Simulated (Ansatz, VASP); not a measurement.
# WS2 in VASP and in Ansatz

```
W S
1.0
     3.22472   -0.17303   -0.17303
    -1.76221    2.87920   -0.06333
    -1.29640   -1.29640   24.16024
W S
2 4
Direct
  0.33333 0.66667 0.63457
  0.66667 0.33333 0.36543
  0.33333 0.66667 0.29897
  0.66667 0.33333 0.56805
  0.33333 0.66667 0.43195
  0.66667 0.33333 0.70103
```

Change from the starting cell: equal engineering shear yz, xz and xy -0.1100, equal normal strain along x, y and z +0.0250.

Alike in both runs: task single point; functional PBEsol; k mesh 12 × 12 × 2; occupations gaussian, width 0.05 eV; no spin polarisation.

```csv
,VASP,Ansatz
version,VASP 6.6.1,Ansatz 0.2.0
potentials or method,"VASP PAW PBE potentials, release 64 (W_sv, S), cutoff 520 eV","scalar-relativistic, plane waves, PAW"
valence electrons in the cell,52,52
```

```tsv
	VASP	Ansatz	Ansatz less VASP
gap on the k mesh at the Fermi level (eV)	1.14	1.13	-0.008
least direct gap on the mesh (eV)	1.43	1.42	-0.006
rms of the force components (eV/Å)	1.312	1.311	-0.0002
```

VASP's potentials were made for PBE, not for PBEsol, and Ansatz warns of the same on its side. Atom by atom the forces differ by 0.008 eV/Å (rms over components). With one functional, cell and mesh, what is left measures potentials, basis and numerics.

Spin-orbit coupling is off throughout.
